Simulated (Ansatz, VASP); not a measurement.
TaSi2: VASP beside Ansatz

The input INCAR:

```
ALGO = Normal
EDIFF = 1E-7
EDIFFG = -0.01
ENCUT = 600
GGA = PS
IBRION = 2
ISIF = 3
ISMEAR = -1
IVDW = 12
LASPH = T
LCHARG = F
LREAL = F
LWAVE = F
NELM = 100
NSW = 60
PREC = Accurate
SIGMA = 0.05
```

KPOINTS

```
k-points
0
Gamma
  7 7 4
```

POSCAR

```
TaSi2
1.0
    4.7800000000      0.0000000000      0.0000000000
   -2.3900000000      4.1396014301      0.0000000000
    0.0000000000      0.0000000000      6.5640000000
Ta Si
3 6
Direct
    0.0000000000      0.5000000000      0.1666666667
    0.5000000000      0.5000000000      0.8333333333
    0.5000000000      0.0000000000      0.5000000000
    0.3333000000      0.1666500000      0.1666666667
    0.1666500000      0.8333500000      0.8333333333
    0.8333500000      0.6667000000      0.5000000000
    0.6667000000      0.8333500000      0.1666666667
    0.8333500000      0.1666500000      0.8333333333
    0.1666500000      0.3333000000      0.5000000000
```

File input.yaml:

```yaml
crystal:
  lattice:
    - [4.78, 0.0, 0.0]
    - [-2.39, 4.1396014301, 0.0]
    - [0.0, 0.0, 6.564]
  atoms:
    - { symbol: Ta, position: [0.0, 0.5, 0.1666666667] }
    - { symbol: Ta, position: [0.5, 0.5, 0.8333333333] }
    - { symbol: Ta, position: [0.5, 0.0, 0.5] }
    - { symbol: Si, position: [0.3333, 0.16665, 0.1666666667] }
    - { symbol: Si, position: [0.16665, 0.83335, 0.8333333333] }
    - { symbol: Si, position: [0.83335, 0.6667, 0.5] }
    - { symbol: Si, position: [0.6667, 0.83335, 0.1666666667] }
    - { symbol: Si, position: [0.83335, 0.16665, 0.8333333333] }
    - { symbol: Si, position: [0.16665, 0.3333, 0.5] }
hamiltonian:
  xc: pbesol
  pseudopotentials: { kind: paw }
  dispersion: d3bj
kpoints:
  mp_grid: { grid: [7, 7, 4] }
scf:
  occupations: { method: fermi_dirac, width: 0.05 }
output:
  forces: true
  stress: true
  eigenvalues: true
  write_density: true
  write_potential: true
  elf: true
  volumetric_format: npy
relax:
  f_tol: 0.01
  max_steps: 40
  cell: { stress_tol: 0.05 }
```

Alike in both runs: task relaxation of cell and atoms; functional PBEsol; dispersion D3(BJ); k mesh 7 × 7 × 4; occupations fermi-dirac, width 0.05 eV; no spin polarisation.

```csv
,VASP,Ansatz
version,VASP 6.6.1,Ansatz 0.2.0
potentials or method,"VASP PAW PBE potentials, release 64 (Ta_pv, Si)",Ansatz PAW
plane-wave cutoff (eV),600,420
valence electrons in the cell,57,63
```

```csv
,VASP,Ansatz,Ansatz less VASP
"gap on the k mesh at the Fermi level, each at its own relaxed structure (eV)",none,none,-
relaxed volume (Å³/atom),13.88,13.86,-0.024
relaxed cell length with the largest relative difference (Å),4.705,4.703,-0.0028
```

VASP's potentials were made for PBE, not for PBEsol. A gap of «none» marks a metal or a gap that the smearing closes. VASP's potentials hold 57 valence electrons a cell and Ansatz's 63, so a difference there can come from the potentials and not from the codes.

Neither program's run includes spin-orbit coupling. Noted on Ansatz's run: the plane-wave basis is chosen anew once the cell has moved, so the energies of steps on either side of that aren't comparable.
